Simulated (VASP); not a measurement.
# CoO (Fm-3m) in VASP: a series of runs

The runs below take CoO through single point, with PBE.

Everything below comes from runs of VASP 6.6.1. Logs are shortened: lines on timing, memory, paths and dates and some standing lists are left out, and cuts for length are marked.

## 1. The cell of the first run

The structure is cubic, space group Fm-3m (No. 225). Conventional cell: a = 4.248 Å, b = 4.248 Å, c = 4.248 Å, α = 90.00°, β = 90.00°, γ = 90.00°. Co (site symmetry m-3m) has 6 O at 2.12 Å within 2.8 Å. Within 2.8 Å of O (site symmetry m-3m) lie 6 Co at 2.12 Å.

## 2. Single point, PBE, collinear spin, ferromagnetic start

File INCAR:

```
SYSTEM = CoO
PREC     = Accurate       ! precision mode
ENCUT    = 520            ! plane-wave cutoff, eV
EDIFF    = 1E-6           ! SCF threshold, eV
ISMEAR   = 0              ! smearing method
SIGMA    = 0.1            ! smearing width, eV
LREAL    = .False.        ! projectors in reciprocal space
LASPH    = .True.         ! aspherical terms in the spheres
NELM     = 150            ! most SCF steps
ALGO     = Normal         ! electronic algorithm
ISIF     = 2              ! what is computed and relaxed
LWAVE    = .False.        ! write WAVECAR
LCHARG   = .False.        ! write CHGCAR
ISPIN    = 2              ! spin polarisation
MAGMOM   = 2.73 0.34      ! initial moments
LORBIT   = 11             ! projections on sites
LMAXMIX  = 4              ! l up to which the mixer works
GGA      = PE             ! functional
NBANDS   = 18             ! bands
```

File KPOINTS:

```
regular mesh
0
Gamma
  16 16 16
  0 0 0
```

File POSCAR:

```
CoO
1.0
    0.0000000000      2.1241565581      2.1241565581
    2.1241565581      0.0000000000      2.1241565581
    2.1241565581      2.1241565581      0.0000000000
Co O
1 1
Direct
    0.0000000000      0.0000000000      0.0000000000
    0.5000000000      0.5000000000      0.5000000000
```

Potentials or basis: VASP PAW PBE potentials, release 64 (Co, O).

Run with:

```
$ cat potpaw_PBE.64/Co/POTCAR potpaw_PBE.64/O/POTCAR > POTCAR
$ mpirun -np 1 vasp_std > vasp.out
```

OUTCAR:

```text
SYSTEM = CoO
   PREC = Accurate
   ENCUT = 520
   EDIFF = 1E-6
   ISMEAR = 0
   LREAL = .False.
   LASPH = .True.
   NELM = 150
   ISIF = 2
   ISPIN = 2
   LORBIT = 11
   GGA = PE

 ion  position               nearest neighbor table
   1  0.000  0.000  0.000-   2 2.12   2 2.12   2 2.12   2 2.12   2 2.12   2 2.12
   2  0.500  0.500  0.500-   1 2.12   1 2.12   1 2.12   1 2.12   1 2.12   1 2.12

  LATTYP: Found a face centered cubic cell.
 ALAT       =     4.2483131162

  Lattice vectors:

 A1 = (   0.0000000000,   2.1241565581,   2.1241565581)
 A2 = (   2.1241565581,   0.0000000000,   2.1241565581)
 A3 = (   2.1241565581,   2.1241565581,   0.0000000000)

Analysis of symmetry for initial positions (statically):
=====================================================================
 Subroutine PRICEL returns:
 Original cell was already a primitive cell.

 Routine SETGRP: Setting up the symmetry group for a
 face centered cubic supercell.

 Subroutine GETGRP returns: Found 48 space group operations
 (whereof 48 operations were pure point group operations)
 out of a pool of 48 trial point group operations.

The static configuration has the point symmetry O_h .

Analysis of symmetry for dynamics (positions and initial velocities):
=====================================================================
 Subroutine PRICEL returns:
 Original cell was already a primitive cell.

 Routine SETGRP: Setting up the symmetry group for a
 face centered cubic supercell.

 Subroutine GETGRP returns: Found 48 space group operations
 (whereof 48 operations were pure point group operations)
 out of a pool of 48 trial point group operations.

The dynamic configuration has the point symmetry O_h .

Analysis of structural, dynamic, and magnetic symmetry:
=====================================================================
 Subroutine PRICEL returns:
 Original cell was already a primitive cell.

 Routine SETGRP: Setting up the symmetry group for a
 face centered cubic supercell.

 Subroutine GETGRP returns: Found 48 space group operations
 (whereof 48 operations were pure point group operations)
 out of a pool of 48 trial point group operations.

The overall configuration has the point symmetry O_h .

 Subroutine INISYM returns: Found 48 space group operations
 (whereof 48 operations are pure point group operations),
 and found     1 'primitive' translations

----------------------------------------------------------------------------------------

                                     Primitive cell
[... 113 lines left out ...]
  Fermi-wavevector in a.u.,A,eV,Ry     =   1.508604  2.850849 30.965329  2.275888
  Thomas-Fermi vector in A             =   2.619037
   LORBIT       =     11    0 simple, 1 ext, 2 COOP (PROOUT), +10 PAW based schemes
   GGA     = PE    functional components
   LHFCALC =     F    Hartree Fock is set to
   AEXX    =    0.0000 exact exchange contribution
   IVDW    =     0    specifies the selected vdW correction
   LEPSILON=     F    determine dielectric tensor
   LRPA    =     F    only Hartree local field effects (RPA)
 spin polarized calculation
 Gauss-broadening in eV      SIGMA  =   0.10
  energy-cutoff  :      520.00
  volume of cell :       19.17
 maximum number of plane-waves:       534
   NGX = 11   NGY = 11   NGZ = 11

 number of electron      15.0000006 magnetization       2.8923756

 Free energy of the ion-electron system (eV)
  ---------------------------------------------------
  ext. energy  EPLUGINS =         0.00000000
  ---------------------------------------------------
  free energy    TOTEN  =       -13.05640530 eV

  energy without entropy =      -13.03459978  energy(sigma->0) =      -13.04550254

 E-fermi :   8.0170     XC(G=0): -12.4549

 val. band max:        8.0166368193   @ k =  -0.2500   0.2500   0.0000
 cond. band min:       8.0171385112   @ k =   0.5000   0.2500   0.0000
 fundamental gap:      0.0005016918
 Fermi energy:         8.0170025376

 spin component 1

 k-point     1 :       0.0000    0.0000    0.0000
  band No.  band energies     occupation
      1     -12.2414      1.00000
      2       4.7557      1.00000
      3       4.7557      1.00000
      4       4.8728      1.00000
      5       4.8728      1.00000
      6       4.8728      1.00000
[... 493 lines left out ...]
     17      31.2153      0.00000
     18      33.9550      0.00000

 [... further k-points ...]

 spin component 2

 k-point     1 :       0.0000    0.0000    0.0000
  band No.  band energies     occupation
      1     -11.7444      1.00000
      2       5.4279      1.00000
      3       5.4279      1.00000
      4       5.4279      1.00000
      5       6.9029      1.00000
      6       6.9029      1.00000
[... 493 lines left out ...]
     17      32.0368      0.00000
     18      34.7901      0.00000

 [... further k-points ...]

------------------------ aborting loop because EDIFF is reached ----------------------------------------

  FORCE on cell =-STRESS in cart. coord.  units (eV):
  Direction    XX          YY          ZZ          XY          YZ          ZX
  --------------------------------------------------------------------------------------
  -------------------------------------------------------------------------------------
  Total       -0.0656093     -0.0656093     -0.0656093      0.0000000     -0.0000000      0.0000000
  in kB       -5.4838578     -5.4838578     -5.4838578      0.0000000     -0.0000000      0.0000000
  external PRESSURE =      -5.4838578 kB  Pullay stress =       0.0000000 kB

 VOLUME and BASIS-vectors are now :
 -----------------------------------------------------------------------------
  energy-cutoff  :      520.00
  volume of cell :       19.17
      direct lattice vectors                 reciprocal lattice vectors
     0.000000000  2.124156558  2.124156558    -0.235387546  0.235387546  0.235387546
     2.124156558  0.000000000  2.124156558     0.235387546 -0.235387546  0.235387546
     2.124156558  2.124156558  0.000000000     0.235387546  0.235387546 -0.235387546

 POSITION                                       TOTAL-FORCE (eV/Angst)
 -----------------------------------------------------------------------------------
      0.00000      0.00000      0.00000         0.000000      0.000000      0.000000
      2.12416      2.12416      2.12416        -0.000000     -0.000000      0.000000
 -----------------------------------------------------------------------------------
    total drift:                                0.000000     -0.000000     -0.000000

  FREE ENERGIE OF THE ION-ELECTRON SYSTEM (eV)
  ---------------------------------------------------
  free  energy   TOTEN  =       -13.0564053003 eV

  energy  without entropy=      -13.0345997799  energy(sigma->0) =      -13.04550254

 total charge

# of ion       s       p       d       tot
------------------------------------------
    1        0.296   0.361   7.149   7.807
    2        1.556   3.427   0.000   4.983
--------------------------------------------------
tot          1.852   3.788   7.149  12.790

 magnetization (x)

# of ion       s       p       d       tot
------------------------------------------
    1        0.021   0.018   2.509   2.547
    2        0.029   0.266   0.000   0.295
--------------------------------------------------
tot          0.049   0.284   2.509   2.842
```

It took 36 s on 1 thread of Intel Xeon 6975P-C (Granite Rapids), shared host; peak memory 0.2 GiB.

What came out:

- Free energy: -13.0564 eV
- Pressure: -0.5 GPa
- Net moment: 2.89 μB per cell
- Site moments: Co +2.55; O +0.29 μB
- Valence electrons inside the program's atomic spheres: Co 7.81; O 4.98

Levels at points of the mesh, in eV from the Fermi level:
Spin up:
| k point | band 5 | band 6 | band 7 | band 8 | band 9 | band 10 | band 11 | band 12 | band 13 | band 14 |
| --- | --- | --- | --- | --- | --- | --- | --- | --- | --- | --- |
| (0.00, 0.00, 0.00) | -3.14 | -3.14 | -3.07 | -3.07 | -3.07 | 1.05 | 16.89 | 18.21 | 18.21 | 18.21 |
| (0.50, 0.00, 0.00) | -2.34 | -2.34 | -1.79 | 0.13 | 0.13 | 5.10 | 9.42 | 13.50 | 13.50 | 20.58 |
| (0.50, 0.50, 0.00) | -3.94 | -2.91 | -2.40 | -2.05 | -2.05 | 5.93 | 9.88 | 11.73 | 15.85 | 15.85 |
Spin down:
| k point | band 4 | band 5 | band 6 | band 7 | band 8 | band 9 |
| --- | --- | --- | --- | --- | --- | --- |
| (0.00, 0.00, 0.00) | -2.59 | -1.11 | -1.11 | -1.11 | 0.05 | 0.05 |
| (0.50, 0.00, 0.00) | -4.67 | -0.13 | -0.13 | 0.18 | 2.72 | 2.72 |
| (0.50, 0.50, 0.00) | -3.85 | -2.25 | 0.12 | 0.12 | 0.53 | 1.00 |

Caveat: a cell with one magnetic atom can't hold antiferromagnetic order, which such compounds often take; semilocal functionals often make such compounds metallic where correlation or magnetic order opens a gap, which also shifts bond lengths.

## 3. Single point, PBE, collinear spin, ferromagnetic start (volume scaled by 1.10)

File INCAR:

```
ALGO = Normal
EDIFF = 1E-6
ENCUT = 520
GGA = PE
ISIF = 2
ISMEAR = 0
ISPIN = 2
LASPH = T
LCHARG = T
LELF = T
LMAXMIX = 4
LORBIT = 11
LREAL = F
LVHAR = T
LWAVE = F
MAGMOM = 2.74 0.35
NBANDS = 18
NELM = 150
PREC = Accurate
SIGMA = 0.1
```

File KPOINTS:

```
k-points
0
Gamma
  16 16 16
```

File POSCAR:

```
CoO
1.0
    0.0000000000      2.1927245800      2.1927245800
    2.1927245800      0.0000000000      2.1927245800
    2.1927245800      2.1927245800      0.0000000000
Co O
1 1
Direct
    0.0000000000      0.0000000000      0.0000000000
    0.5000000000      0.5000000000      0.5000000000
```

Potentials or basis: VASP PAW PBE potentials, release 64 (Co, O).

Run with:

```
$ cat potpaw_PBE.64/Co/POTCAR potpaw_PBE.64/O/POTCAR > POTCAR
$ mpirun -np 1 vasp_std > vasp.out
```

It took 40 s on 1 thread of Intel Xeon 6975P-C (Granite Rapids), shared host; peak memory 0.21 GiB.

Results (log left out):

| Item | Value |
| --- | --- |
| Free energy | -12.9633 eV |
| Pressure | -14.4 GPa |
| Band gap on the k mesh | zero (filled and empty bands overlap) |
| Net moment | 3.00 μB per cell |
| Site moments | Co +2.62; O +0.32 μB |
| Valence electrons inside the program's atomic spheres | Co 7.66; O 4.94 |

Levels at points of the mesh, in eV from the Fermi level:
Spin up:
```csv
k point,band 7,band 8,band 9,band 10,band 11,band 12
"(0.00, 0.00, 0.00)",-2.75,-2.75,-2.75,0.60,16.60,17.49
"(0.50, 0.00, 0.00)",-1.86,-0.09,-0.09,4.91,8.57,12.89
"(0.50, 0.50, 0.00)",-2.57,-2.14,-2.14,5.32,9.31,11.32
```
Spin down:
```tsv
k point	band 3	band 4	band 5	band 6	band 7	band 8	band 9	band 10
(0.00, 0.00, 0.00)	-2.17	-2.17	-0.93	-0.93	-0.93	0.17	0.18	1.14
(0.50, 0.00, 0.00)	-4.02	-4.02	-0.10	-0.10	0.17	2.50	2.50	5.20
(0.50, 0.50, 0.00)	-3.31	-3.31	-1.87	0.11	0.11	0.58	0.89	6.18
```

Caveat: a cell with one magnetic atom can't hold antiferromagnetic order, which such compounds often take; semilocal functionals often make such compounds metallic where correlation or magnetic order opens a gap, which also shifts bond lengths.

## 4. Single point, PBE, collinear spin, ferromagnetic start

File INCAR:

```
SYSTEM = CoO
PREC     = Accurate       ! precision mode
ENCUT    = 520            ! plane-wave cutoff, eV
EDIFF    = 1E-6           ! SCF threshold, eV
ISMEAR   = 0              ! smearing method
SIGMA    = 0.1            ! smearing width, eV
LREAL    = .False.        ! projectors in reciprocal space
LASPH    = .True.         ! aspherical terms in the spheres
NELM     = 150            ! most SCF steps
ALGO     = Normal         ! electronic algorithm
ISIF     = 2              ! what is computed and relaxed
LWAVE    = .False.        ! write WAVECAR
LCHARG   = .False.        ! write CHGCAR
ISPIN    = 2              ! spin polarisation
MAGMOM   = 2.73 0.34      ! initial moments
LORBIT   = 11             ! projections on sites
LMAXMIX  = 4              ! l up to which the mixer works
GGA      = PE             ! functional
NBANDS   = 18             ! bands
```

File KPOINTS:

```
regular mesh
0
Gamma
  16 16 16
  0 0 0
```

File POSCAR:

```
CoO
1.0
    0.0000000000      2.1241565607      2.1241565607
    2.1241565607      0.0000000000      2.1241565607
    2.1241565607      2.1241565607      0.0000000000
Co O
1 1
Direct
    0.0000000000      0.0000000000      0.0000000000
    0.5000000000      0.5000000000      0.5000000000
```

Run with:

```
$ cat potpaw_PBE.64/Co/POTCAR potpaw_PBE.64/O/POTCAR > POTCAR
$ mpirun -np 1 vasp_std > vasp.out
```

It took 65 s on 1 thread of Intel Xeon 6975P-C, shared host; peak memory 0.21 GiB.

Results (log left out):

* Free energy: -13.0564 eV
* Pressure: -0.5 GPa
* Net moment: 2.89 μB per cell
* Site moments: Co +2.55; O +0.29 μB
* Valence electrons inside the program's atomic spheres: Co 7.81; O 4.98

Levels at points of the mesh, in eV from the Fermi level:
Spin up:
| k point | band 7 | band 8 | band 9 | band 10 | band 11 | band 12 |
| --- | --- | --- | --- | --- | --- | --- |
| (0.00, 0.00, 0.00) | -3.07 | -3.07 | -3.07 | 1.05 | 16.89 | 18.21 |
| (0.50, 0.00, 0.00) | -1.79 | 0.13 | 0.13 | 5.10 | 9.42 | 13.50 |
| (0.50, 0.50, 0.00) | -2.40 | -2.05 | -2.05 | 5.93 | 9.88 | 11.73 |
Spin down:
| k point | band 2 | band 3 | band 4 | band 5 | band 6 | band 7 | band 8 | band 9 | band 10 | band 11 |
| --- | --- | --- | --- | --- | --- | --- | --- | --- | --- | --- |
| (0.00, 0.00, 0.00) | -2.59 | -2.59 | -2.59 | -1.11 | -1.11 | -1.11 | 0.05 | 0.05 | 1.58 | 16.80 |
| (0.50, 0.00, 0.00) | -7.63 | -4.67 | -4.67 | -0.13 | -0.13 | 0.18 | 2.72 | 2.72 | 5.38 | 10.20 |
| (0.50, 0.50, 0.00) | -6.44 | -3.85 | -3.85 | -2.25 | 0.12 | 0.12 | 0.53 | 1.00 | 6.78 | 10.34 |

Caveat: a cell with one magnetic atom can't hold antiferromagnetic order, which such compounds often take; semilocal functionals often make such compounds metallic where correlation or magnetic order opens a gap, which also shifts bond lengths.
